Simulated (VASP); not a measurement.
Write the native input for VASP 6.6.1 that does the following.

| Item | Value |
| --- | --- |
| Task | single point |
| Functional | PBE |
| Potentials or basis | VASP PAW PBE potentials, release 64 (Cu, Rh_pv, Au) |
| Cutoff | 520 eV |
| k mesh | 3 × 3 × 3 |
| Occupations | gaussian, width 0.1 eV |
| Spin | no spin polarisation |
| Dipole correction | no |
| Further INCAR settings | LREAL = Auto; ALGO = Fast; EDIFF = 1e-06; NBANDS = 122; ISYM = 0 |

The structure of CuRh5Au2 lies in POSCAR:

```
CuRh5Au2
1.0
   -3.8764296929      3.9028782365     -3.9151294700
    3.8734075927      3.8910721254      3.9063454591
    3.8850913394     -3.8940942256     -3.9150071057
Cu Rh Au
2 10 4
Direct
    0.0001430970      0.5014428887      0.5041956755
    0.2439148632      0.7481707244      0.9957707386
    0.2347598293     -0.0039685109      0.7453030277
   -0.0003084870      0.2484367211      0.7466834386
    0.7622092241      0.5066466304      0.7480479842
    0.2389669142      0.2424829016      0.4894834644
    0.7645988400      0.0096869996      0.2628436077
    0.4976026466      0.2532318898      0.2555951550
    0.7612413095      0.7486986647      0.5056085239
    1.0130151443     -0.0016298030      0.0038600635
    0.2446870180      0.4908168755      0.2461435791
    0.0023425358      0.7560198034      0.2502553763
    0.4957916985     -0.0049477424      0.4888807497
    0.4916877533      0.7468165267      0.7485806823
    0.7559079050      0.2560310920      0.0112624325
    0.4965191208      0.5040162187      0.0022924603
```

These files were run (other wordings do the same):

INCAR

```
SYSTEM = CuRh5Au2
ALGO = Fast
EDIFF = 1E-6
ENCUT = 520
GGA = PE
ISIF = 2
ISMEAR = 0
ISYM = 0
LASPH = .True.
LCHARG = .False.
LREAL = Auto
LWAVE = .False.
NBANDS = 122
NELM = 80
PREC = Accurate
SIGMA = 0.1
```

KPOINTS

```
k-points
0
Gamma
  3 3 3
  0 0 0
```

Potentials or basis: VASP PAW PBE potentials, release 64 (Cu, Rh_pv, Au).

The run is started by

```sh
$ cat potpaw_PBE.64/Cu/POTCAR potpaw_PBE.64/Rh_pv/POTCAR potpaw_PBE.64/Au/POTCAR > POTCAR
$ mpirun -np 1 vasp_std > vasp.out
```

Results of the run:

```yaml
Pressure: -0.1 GPa
Largest_force: 0.014 eV/Å
Band_gap_on_the_k_mesh: zero (band 108 reaches 10.36 eV, above the bottom of band 109 at 9.95 eV)
```

Caveat: the k points lie up to 0.38 Å⁻¹ apart; spin-orbit coupling is left out, which moves the levels of the heavy elements.

Run time: 12 min on 1 thread of AMD EPYC 9R45 (Zen 5) (shared host), peak memory 0.48 GiB.
